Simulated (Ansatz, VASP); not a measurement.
## AlPt: VASP beside Ansatz

```
Al Pt
1.0
     3.09155    0.00000    0.00000
     0.00000    3.09155    0.00000
     0.00000    0.00000    3.09155
Al Pt
1 1
Direct
  0.00000 0.00000 0.00000
  0.50000 0.50000 0.50000
```

Alike in both runs: task relaxation of cell and atoms; functional PBEsol; k mesh 13 × 13 × 13; occupations fermi-dirac, width 0.05 eV; no spin polarisation.

|  | VASP | Ansatz |
| --- | --- | --- |
| version | VASP 6.6.1 | Ansatz 0.2.0 |
| potentials or method | VASP PAW PBE potentials, release 64 (Al, Pt) | PAW with Ansatz's default frozen-core files, scalar-relativistic |
| plane-wave cutoff (eV) | 500 | 420 |
| valence electrons in the cell | 13 | 21 |

|  | VASP | Ansatz | Ansatz less VASP |
| --- | --- | --- | --- |
| relaxed volume (Å³/atom) | 14.32 | 14.33 | +0.008 |
| relaxed cell length with the largest relative difference (Å) | 3.060 | 3.060 | +0.0006 |

VASP's potentials were made for PBE, not for PBEsol. VASP's potentials hold 13 valence electrons a cell and Ansatz's 21, so a difference there can come from the potentials and not from the codes.

Spin-orbit coupling is off throughout.
